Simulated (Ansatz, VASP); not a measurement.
**RbBr: VASP beside Ansatz**

```
Rb Br
1.0
     5.91959    0.00000    0.00000
    -2.95979    5.10101    0.00000
     0.00000    0.00000    6.87033
Rb Br
2 2
Direct
  0.33302 0.66604 0.93750
  0.66698 0.33396 0.43750
  0.33286 0.66571 0.43750
  0.66714 0.33429 0.93750
```

Change from the starting cell: uniaxial_x strain +0.5%.

Alike in both runs: task single point; functional r2SCAN; k mesh 6 × 6 × 4; no spin polarisation.

|  | VASP | Ansatz |
| --- | --- | --- |
| version | VASP 6.6.1 | Ansatz 0.2.0 |
| potentials or method | VASP PAW PBE potentials, release 64 (Rb_sv, Br) | plane waves, PAW |
| plane-wave cutoff (eV) | 520 | 500 |
| occupations | gaussian, width 0.01 eV | fixed |
| valence electrons in the cell | 32 | 32 |

|  | VASP | Ansatz | Ansatz less VASP |
| --- | --- | --- | --- |
| gap on the k mesh at the Fermi level (eV) | 4.64 | 4.64 | 0.000 |
| pressure (GPa) | 0.0 | 0.0 | -0.01 |

VASP's potentials were made for PBE, not for r2SCAN.
